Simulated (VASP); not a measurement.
# MnO (Fm-3m) in VASP: single point with PBE

Aim: the single point of MnO with PBE.

Everything below comes from runs of VASP 6.6.1. Logs are shortened: lines on timing, memory, paths and dates and some standing lists are left out, and cuts for length are marked.

### Step 1. The cell of the first run

It takes space group Fm-3m (No. 225, cubic). Conventional cell: a = 4.305 Å, b = 4.305 Å, c = 4.305 Å, α = 90.00°, β = 90.00°, γ = 90.00°. Mn (site symmetry m-3m) has 6 O at 2.15 Å within 2.8 Å. O (site symmetry m-3m) has 6 Mn at 2.15 Å within 2.8 Å.

### Step 2. Single point, PBE, collinear spin, ferromagnetic start (9.97 Å³/atom)

Contents of INCAR:

```
SYSTEM = MnO
ALGO = Normal
EDIFF = 1E-7
ENCUT = 520
GGA = PE
ISIF = 2
ISMEAR = 0
ISPIN = 2
LASPH = .True.
LCHARG = .False.
LMAXMIX = 4
LORBIT = 11
LREAL = .False.
LWAVE = .False.
MAGMOM = 4.44 0.25
NBANDS = 20
NELM = 150
PREC = Accurate
SIGMA = 0.1
```

Contents of KPOINTS:

```
k-points
0
Gamma
  16 16 16
  0 0 0
```

Contents of POSCAR:

```
MnO
1.0
    0.0000000000      2.1525852642      2.1525852642
    2.1525852642      0.0000000000      2.1525852642
    2.1525852642      2.1525852642      0.0000000000
Mn O
1 1
Direct
    0.0000000000      0.0000000000      0.0000000000
    0.5000000000      0.5000000000      0.5000000000
```

Potentials or basis: VASP PAW PBE potentials, release 64 (Mn_pv, O).

The run is started by

```sh
cat potpaw_PBE.64/Mn_pv/POTCAR potpaw_PBE.64/O/POTCAR > POTCAR
mpirun -np 1 vasp_std > vasp.out
```

OUTCAR:

```text
SYSTEM = MnO
   EDIFF = 1E-7
   ENCUT = 520
   GGA = PE
   ISIF = 2
   ISMEAR = 0
   ISPIN = 2
   LASPH = .True.
   LORBIT = 11
   LREAL = .False.
   NELM = 150
   PREC = Accurate

 ion  position               nearest neighbor table
   1  0.000  0.000  0.000-   2 2.15   2 2.15   2 2.15   2 2.15   2 2.15   2 2.15
   2  0.500  0.500  0.500-   1 2.15   1 2.15   1 2.15   1 2.15   1 2.15   1 2.15

  LATTYP: Found a face centered cubic cell.
 ALAT       =     4.3051705284

  Lattice vectors:

 A1 = (   0.0000000000,   2.1525852642,   2.1525852642)
 A2 = (   2.1525852642,   0.0000000000,   2.1525852642)
 A3 = (   2.1525852642,   2.1525852642,   0.0000000000)

Analysis of symmetry for initial positions (statically):
=====================================================================
 Subroutine PRICEL returns:
 Original cell was already a primitive cell.

 Routine SETGRP: Setting up the symmetry group for a
 face centered cubic supercell.

 Subroutine GETGRP returns: Found 48 space group operations
 (whereof 48 operations were pure point group operations)
 out of a pool of 48 trial point group operations.

The static configuration has the point symmetry O_h .

Analysis of symmetry for dynamics (positions and initial velocities):
=====================================================================
 Subroutine PRICEL returns:
 Original cell was already a primitive cell.

 Routine SETGRP: Setting up the symmetry group for a
 face centered cubic supercell.

 Subroutine GETGRP returns: Found 48 space group operations
 (whereof 48 operations were pure point group operations)
 out of a pool of 48 trial point group operations.

The dynamic configuration has the point symmetry O_h .

Analysis of structural, dynamic, and magnetic symmetry:
=====================================================================
 Subroutine PRICEL returns:
 Original cell was already a primitive cell.

 Routine SETGRP: Setting up the symmetry group for a
 face centered cubic supercell.

 Subroutine GETGRP returns: Found 48 space group operations
 (whereof 48 operations were pure point group operations)
 out of a pool of 48 trial point group operations.

The overall configuration has the point symmetry O_h .

 Subroutine INISYM returns: Found 48 space group operations
 (whereof 48 operations are pure point group operations),
 and found     1 'primitive' translations

----------------------------------------------------------------------------------------

                                     Primitive cell
[... 113 lines left out ...]
  Fermi-wavevector in a.u.,A,eV,Ry     =   1.610728  3.043835 35.299584  2.594446
  Thomas-Fermi vector in A             =   2.706232
   LORBIT       =     11    0 simple, 1 ext, 2 COOP (PROOUT), +10 PAW based schemes
   GGA     = PE    functional components
   LHFCALC =     F    Hartree Fock is set to
   AEXX    =    0.0000 exact exchange contribution
   IVDW    =     0    specifies the selected vdW correction
   LEPSILON=     F    determine dielectric tensor
   LRPA    =     F    only Hartree local field effects (RPA)
 spin polarized calculation
 Gauss-broadening in eV      SIGMA  =   0.10
  energy-cutoff  :      520.00
  volume of cell :       19.95
 maximum number of plane-waves:       548
   NGX = 11   NGY = 11   NGZ = 11

 number of electron      19.0000004 magnetization       4.4784160

 Free energy of the ion-electron system (eV)
  ---------------------------------------------------
  ext. energy  EPLUGINS =         0.00000000
  ---------------------------------------------------
  free energy    TOTEN  =       -16.33101972 eV

  energy without entropy =      -16.32513458  energy(sigma->0) =      -16.32807715

 E-fermi :   8.8362     XC(G=0): -12.4324

 val. band max:        8.8227033446   @ k =   0.3125   0.1875   0.0625
 cond. band min:       8.8463615390   @ k =  -0.3125   0.3125   0.0000
 fundamental gap:      0.0236581944
 Fermi energy:         8.8361839458

 spin component 1

 k-point     1 :       0.0000    0.0000    0.0000
  band No.  band energies     occupation
      1     -41.5287      1.00000
      2     -41.5287      1.00000
      3     -41.5287      1.00000
      4     -12.3763      1.00000
      5       4.5418      1.00000
      6       4.5418      1.00000
[... 541 lines left out ...]
     19      30.1060      0.00000
     20      31.6451      0.00000

 [... further k-points ...]

 spin component 2

 k-point     1 :       0.0000    0.0000    0.0000
  band No.  band energies     occupation
      1     -37.1071      1.00000
      2     -37.1071      1.00000
      3     -37.1071      1.00000
      4     -11.9561      1.00000
      5       4.9053      1.00000
      6       4.9053      1.00000
[... 541 lines left out ...]
     19      31.9641      0.00000
     20      33.7366      0.00000

 [... further k-points ...]

------------------------ aborting loop because EDIFF is reached ----------------------------------------

  FORCE on cell =-STRESS in cart. coord.  units (eV):
  Direction    XX          YY          ZZ          XY          YZ          ZX
  --------------------------------------------------------------------------------------
  -------------------------------------------------------------------------------------
  Total        1.5254962      1.5254962      1.5254962     -0.0000000      0.0000000      0.0000000
  in kB      122.5210258    122.5210258    122.5210258     -0.0000000      0.0000000      0.0000000
  external PRESSURE =     122.5210258 kB  Pullay stress =       0.0000000 kB

 VOLUME and BASIS-vectors are now :
 -----------------------------------------------------------------------------
  energy-cutoff  :      520.00
  volume of cell :       19.95
      direct lattice vectors                 reciprocal lattice vectors
     0.000000000  2.152585264  2.152585264    -0.232278836  0.232278836  0.232278836
     2.152585264  0.000000000  2.152585264     0.232278836 -0.232278836  0.232278836
     2.152585264  2.152585264  0.000000000     0.232278836  0.232278836 -0.232278836

 POSITION                                       TOTAL-FORCE (eV/Angst)
 -----------------------------------------------------------------------------------
      0.00000      0.00000      0.00000        -0.000000     -0.000000      0.000000
      2.15259      2.15259      2.15259         0.000000      0.000000     -0.000000
 -----------------------------------------------------------------------------------
    total drift:                                0.000000     -0.000000     -0.000000

  FREE ENERGIE OF THE ION-ELECTRON SYSTEM (eV)
  ---------------------------------------------------
  free  energy   TOTEN  =       -16.3310197249 eV

  energy  without entropy=      -16.3251345808  energy(sigma->0) =      -16.32807715

 total charge

# of ion       s       p       d       tot
------------------------------------------
    1        0.219   6.209   5.040  11.468
    2        1.563   3.449   0.000   5.012
--------------------------------------------------
tot          1.782   9.658   5.040  16.480

 magnetization (x)

# of ion       s       p       d       tot
------------------------------------------
    1        0.032   0.027   4.045   4.104
    2        0.032   0.150   0.000   0.183
--------------------------------------------------
tot          0.064   0.177   4.045   4.287
```

OSZICAR:

```text
N       E                     dE             d eps       ncg     rms          rms(c)
DAV:   1     0.167654642959E+03    0.16765E+03   -0.10338E+04 11688   0.114E+03
DAV:   2    -0.106558021362E+02   -0.17831E+03   -0.16614E+03 11884   0.331E+02
DAV:   3    -0.185232348357E+02   -0.78674E+01   -0.77838E+01 13172   0.749E+01
DAV:   4    -0.185763858796E+02   -0.53151E-01   -0.53137E-01 13268   0.631E+00
DAV:   5    -0.185768099540E+02   -0.42407E-03   -0.42407E-03 13088   0.561E-01    0.154E+01
DAV:   6    -0.165329306366E+02    0.20439E+01   -0.81209E+00 15828   0.330E+01    0.124E+01
DAV:   7    -0.163425989305E+02    0.19033E+00   -0.10273E+00 13640   0.145E+01    0.805E+00
DAV:   8    -0.163384782269E+02    0.41207E-02   -0.91585E-02 12872   0.228E+00    0.474E+00
DAV:   9    -0.163284908850E+02    0.99873E-02   -0.17434E-02 13228   0.156E+00    0.995E-01
DAV:  10    -0.163310344889E+02   -0.25436E-02   -0.38496E-03 12560   0.640E-01    0.255E-01
DAV:  11    -0.163309899403E+02    0.44549E-04   -0.37315E-04 13488   0.183E-01    0.554E-02
DAV:  12    -0.163310113837E+02   -0.21443E-04   -0.59744E-05 12904   0.656E-02    0.282E-02
DAV:  13    -0.163310169669E+02   -0.55832E-05   -0.25583E-06 13224   0.153E-02    0.208E-02
DAV:  14    -0.163310196803E+02   -0.27134E-05   -0.32001E-06 13240   0.127E-02    0.287E-03
DAV:  15    -0.163310197249E+02   -0.44584E-07   -0.83243E-08 10284   0.337E-03
   1 F= -.16331020E+02 E0= -.16328077E+02  d E =-.588514E-02  mag=     4.4784
```

Run time: 3.1 min. Hardware: 1 thread of AMD EPYC 7R13, shared host; peak memory 0.18 GiB.

Results:

```
Free energy                                           : -16.3310 eV
Pressure                                              : 12.3 GPa
Net moment                                            : 4.48 μB per cell
Site moments                                          : Mn +4.10; O +0.18 μB
Valence electrons inside the program's atomic spheres : Mn 11.47; O 5.01
```

Caveat: the cell stands under pressure; a cell with one magnetic atom can't hold antiferromagnetic order, which such compounds often take; semilocal functionals often make such compounds metallic where correlation or magnetic order opens a gap, which also shifts bond lengths. With open d or f shells a metallic result of PBE can be an artefact of self-interaction; +U or a hybrid may open a gap.
